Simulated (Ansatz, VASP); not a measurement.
## Two plane-wave programs on SiC

```xyz
2
Lattice="0.0000 2.1704 2.1704 2.1704 0.0000 2.1704 2.2096 2.2096 -0.0392" Properties=species:S:1:pos:R:3 pbc="T T T"
Si    0.0000    0.0000    0.0000
C     3.2850    3.2850    3.2262
```

Alike in both runs: task single point; functional PBE; k mesh 12 × 12 × 12; occupations gaussian, width 0.05 eV; no spin polarisation.

|  | VASP | Ansatz |
| --- | --- | --- |
| version | VASP 6.6.1 | Ansatz 0.2.0 |
| potentials or method | VASP PAW PBE potentials, release 64 (Si, C), cutoff 520 eV | scalar-relativistic, plane waves, PAW |
| valence electrons in the cell | 8 | 8 |

|  | VASP | Ansatz | Ansatz less VASP |
| --- | --- | --- | --- |
| gap on the k mesh at the Fermi level (eV) | 1.31 | 1.31 | +0.003 |
| least direct gap on the mesh (eV) | 4.38 | 4.39 | +0.009 |
| pressure (GPa) | 0.2 | 0.2 | +0.04 |
| traceless stress, the component that is largest in VASP (GPa) | -4.61 | -4.60 | +0.018 |
| rms of the force components (eV/Å) | 0.115 | 0.115 | +0.0003 |

Atom by atom the forces differ by 0.000 eV/Å (rms over components).
